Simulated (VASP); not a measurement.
SnGe3Se4, 8 atoms in the cell. It takes space group I4/mmm (No. 139, tetragonal). Conventional cell: a = 5.838 Å, b = 5.838 Å, c = 11.676 Å, α = 90.00°, β = 90.00°, γ = 90.00°. Within 3.8 Å of Sn (site symmetry 4/mmm) lie 6 Se at 2.92 Å. Within 3.8 Å of Ge (site symmetry 4/mmm) lie 6 Se at 2.92 Å. Within 3.8 Å of Ge (site symmetry -4m2) lie 6 Se at 2.92 Å. Se (site symmetry 4mm) has 5 Ge at 2.92 Å and 1 Sn at 2.92 Å within 3.8 Å. Se (site symmetry mmm) has 2 Sn at 2.92 Å and 4 Ge at 2.92 Å within 3.8 Å. 

- Program: VASP 6.6.1
- Task: single point
- Functional: PBE
- Potentials or basis: VASP PAW PBE potentials, release 64 (Sn_d, Ge_d, Se)
- Cutoff: 520 eV
- k mesh: 4 × 4 × 4
- Occupations: gaussian, width 0.1 eV
- Spin: no spin polarisation
- Dipole correction: no
- Further INCAR settings: ALGO = Normal; EDIFF = 1e-07; NBANDS = 50

Potentials or basis: VASP PAW PBE potentials, release 64 (Sn_d, Ge_d, Se).

Launch:

```bash
$ cat potpaw_PBE.64/Sn_d/POTCAR potpaw_PBE.64/Ge_d/POTCAR potpaw_PBE.64/Se/POTCAR > POTCAR
$ mpirun -np 1 vasp_std > vasp.out
```

Hardware: 1 thread of AMD EPYC 7R13 Processor (Zen 3), with other jobs on the host.

Q: How long does it take, and how much memory?

A: Wall time 6.3 min on 1 thread of AMD EPYC 7R13 Processor (Zen 3), on a shared host, peak memory 0.42 GiB. Counts: scf iterations 16, k points 13.
